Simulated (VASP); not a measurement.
A run of VASP 6.6.1 is set up as follows.

Contents of INCAR:

```
SYSTEM = PbS
PREC = Accurate
ENCUT = 520
EDIFF = 1E-6
ISMEAR = 0
SIGMA = 0.1
LREAL = .False.
LASPH = .True.
NELM = 100
ALGO = Normal
ISIF = 2
LWAVE = .False.
LCHARG = .True.
GGA = PE
LELF = .True.
LVHAR = .True.
NBANDS = 17
```

Contents of KPOINTS:

```
regular mesh
0
Gamma
  18 18 12
  0 0 0
```

File POSCAR:

```
PbS
1.0
    4.0879415967      0.0000000000      0.0000000000
   -2.0439707984      3.5402612719      0.0000000000
    0.0000000000      0.0000000000      3.7894632214
Pb S
1 1
Direct
    0.0000000000      0.0000000000      0.5000000000
    0.6666666667      0.3333333333      0.0000000000
```

Potentials or basis: VASP PAW PBE potentials, release 64 (Pb_d, S).

Command:

```bash
$ cat potpaw_PBE.64/Pb_d/POTCAR potpaw_PBE.64/S/POTCAR > POTCAR
$ mpirun -np 1 vasp_std > vasp.out
```

Predict the pressure.

-0.1 GPa.

What does it give for the band gap on the k mesh?

Zero (bands 10 and 11 overlap by 0.44 eV).

Caveat: semilocal functionals underestimate gaps, and a narrow one can read as zero; spin-orbit coupling is left out, which moves the levels of the heavy elements.
